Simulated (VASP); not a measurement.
# Si3Ge2: relaxation of cell and atoms with PBE

Si3Ge2:

```
Si Ge
1.0
     2.74557    0.00000    0.00000
    -1.37278    2.37773    0.00000
     0.00000    0.00000   12.89124
Si Ge
3 2
Cartesian
  0.0000 0.0000 10.3130
  0.0000 0.0000 0.0000
  0.0000 0.0000 2.5782
  0.0000 0.0000 5.1565
  0.0000 0.0000 7.7347
```

```yaml
Program: VASP 6.6.1
Task: relaxation of cell and atoms
Functional: PBE
Potentials_or_basis: VASP PAW PBE potentials, release 64 (Si, Ge_d)
Cutoff: 600 eV
k_mesh: 6 × 6 × 2
Occupations: gaussian, width 0.1 eV
Spin: no spin polarisation
Dipole_correction: no
Further_INCAR_settings: ALGO = Normal; EDIFF = 1e-06; IBRION = 2; EDIFFG = -0.04; NSW = 90; ISIF = 3
```

```
Relaxed volume                        : 17.29 Å³/atom
Relaxed cell                          : a = 2.715 Å, b = 2.715 Å, c = 13.543 Å, α = 90.00°, β = 90.00°, γ = 120.00°
Space group after relaxing (to 0.1 Å) : P6/mmm (No. 191)
Energy gained by relaxing             : 35.2 meV/atom
Ionic steps                           : 16
Pressure after relaxing               : -0.1 GPa
Largest force after relaxing          : 0.009 eV/Å
```

Forces on the atoms (eV/Å):
```
Si   0.000  0.000  0.009
Si   0.000  0.000  0.000
Si   0.000  0.000 -0.009
Ge   0.000  0.000 -0.009
Ge   0.000  0.000  0.009
```

Stress tensor (GPa, compression positive):
```
 0.05  0.00  0.00
 0.00  0.05  0.00
 0.00  0.00 -0.35
```

The path:
```csv
step,energy change (eV),largest force (eV/Å),pressure (GPa),volume (Å³)
1,0.0000,0.5349,3.02,84.16
2,-0.1538,0.1811,-1.41,87.98
3,-0.1538,0.1885,-1.27,87.74
4,-0.1541,0.1850,-1.31,87.85
5,-0.1647,0.1477,0.12,86.28
6,-0.1648,0.1493,0.12,86.35
7,-0.1705,0.1070,0.45,85.91
8,-0.1707,0.0950,0.56,85.79
9,-0.1739,0.0462,0.09,86.34
10,-0.1768,0.0559,1.52,86.65
11,-0.1738,0.0032,-0.53,87.27
12,-0.1744,0.0039,-0.67,87.15
13,-0.1751,0.0216,-0.46,86.90
14,-0.1752,0.0300,-0.37,86.77
15,-0.1752,0.0342,-0.31,86.71
16,-0.1758,0.0093,-0.08,86.45
```

Final structure:
```
Si Ge
1.0
     2.71499    0.00000    0.00000
    -1.35749    2.35125    0.00000
     0.00000    0.00000   13.54302
Si Ge
3 2
Direct
  0.00000 0.00000 0.80486
  0.00000 0.00000 0.00000
  0.00000 0.00000 0.19514
  0.00000 0.00000 0.39521
  0.00000 0.00000 0.60479
```

Levels at points of the mesh, in eV from the Fermi level:
```csv
k point,band 18,band 19,band 20,band 21,band 22,band 23
"(0.00, 0.00, 0.00)",-0.60,-0.43,5.13,7.20,9.29,9.29
"(0.50, 0.00, 0.00)",-4.26,-4.08,-3.82,-0.66,-0.25,2.53
"(0.00, 0.00, 0.50)",-3.25,2.27,2.90,9.23,9.32,9.32
"(0.50, 0.00, 0.50)",-4.77,-3.49,-3.48,-1.89,1.78,1.90
```

It took 18 min on 1 thread of Intel Xeon 8259CL (shared host), peak memory 0.26 GiB.

Caveat: the k points lie up to 0.45 Å⁻¹ apart in the final cell; the highest band is partly filled, so the run has too few bands.
